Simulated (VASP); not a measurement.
Write the native input for VASP 6.6.1 that does the following.

```yaml
Task: relaxation of the atoms
Functional: PBEsol
Potentials_or_basis: VASP PAW PBE potentials, release 64 (Cu)
Cutoff: 520 eV
k_mesh: 12 × 12 × 1
Occupations: gaussian, width 0.1 eV
Spin: no spin polarisation
Dipole_correction: yes
Atoms_held_fixed_from_0: "[0, 1, 2, 3]"
Further_INCAR_settings: ALGO = Fast; EDIFF = 1e-06; IBRION = 2; EDIFFG = -0.03; NSW = 90
```

The structure of Cu lies in POSCAR:

```
Cu
1.0
    2.5197984290      0.0000000000      0.0000000000
   -1.2598992145      2.1822094519      0.0000000000
    0.0000000000      0.0000000000     31.4116958574
Cu
8
Selective dynamics
Direct
    0.3333333333      0.6666666667      0.2705998440  F F F
    0.0000000000      0.0000000000      0.3361427457  F F F
    0.6666666667      0.3333333333      0.4016856474  F F F
    0.0000000000      0.0000000000      0.4672285491  F F F
    0.3333333333      0.6666666667      0.5327714509  T T T
    0.0000000000      0.0000000000      0.5983143526  T T T
    0.6666666667      0.3333333333      0.6638572543  T T T
    0.0000000000      0.0000000000      0.7294001560  T T T
```

These files were run (other wordings do the same):

INCAR

```
PREC     = Accurate       # precision mode
ENCUT    = 520            # plane-wave cutoff, eV
EDIFF    = 1E-6           # SCF threshold, eV
ISMEAR   = 0              # smearing method
SIGMA    = 0.1            # smearing width, eV
LREAL    = F              # projectors in reciprocal space
LASPH    = T              # aspherical terms in the spheres
NELM     = 60             # most SCF steps
ALGO     = Fast           # electronic algorithm
ISIF     = 2              # what is computed and relaxed
LWAVE    = F              # write WAVECAR
LCHARG   = F              # write CHGCAR
LDIPOL   = T            
IDIPOL   = 3            
DIPOL    = 0.5 0.5 0.500
GGA      = PS             # functional
IBRION   = 2              # ionic algorithm
NSW      = 90             # ionic steps
EDIFFG   = -0.03          # ionic threshold
```

KPOINTS

```
regular mesh
0
Gamma
  12 12 1
```

Potentials or basis: VASP PAW PBE potentials, release 64 (Cu).

Run with:

```console
$ cat potpaw_PBE.64/Cu/POTCAR > POTCAR
$ mpirun -np 1 vasp_std > vasp.out
```

Results of the run:

```json
{
  "Energy gained by relaxing": "0.0 meV/atom",
  "Ionic steps": "2",
  "Band gap on the k mesh": "zero (bands 44 and 45 overlap by 5.30 eV)"
}
```

Run time: 12 min on 1 thread of Oxide Virtual Turin-like Processor (shared host), peak memory 0.32 GiB.
